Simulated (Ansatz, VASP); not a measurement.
Two plane-wave programs on W3N

```xyz
4
Lattice="3.8676 0.0000 0.0000 0.0000 3.8676 0.0000 0.0000 0.0000 3.8676" Properties=species:S:1:pos:R:3 pbc="T T T"
W     0.0000    1.9338    1.9338
W     1.9338    0.0000    1.9338
W     1.9338    1.9338    0.0000
N     0.0000    0.0000    0.0000
```

Alike in both runs: functional PBE; k mesh 12 × 12 × 12; occupations gaussian, width 0.1 eV; no spin polarisation.

Ansatz relaxed the structure, and its values are those at the end. VASP's run is a single point on that final structure, the one shown.

|  | VASP | Ansatz |
| --- | --- | --- |
| version | VASP 6.6.1 | Ansatz 0.2.0 |
| potentials or method | VASP PAW PBE potentials, release 64 (W_sv, N), cutoff 600 eV | scalar-relativistic, plane waves, PAW |
| valence electrons in the cell | 47 | 47 |

VASP gave:

| Property | Result |
| --- | --- |
| gap on the k mesh at the Fermi level (eV) | none |
| pressure (GPa) | 0.6 |

Which values does Ansatz return?

gap on the k mesh at the Fermi level (eV): none; pressure (GPa): 0.0.

A gap of «none» marks a metal or a gap that the smearing closes. With one functional, cell and mesh, what is left measures potentials, basis and numerics.

Spin-orbit coupling is off throughout.
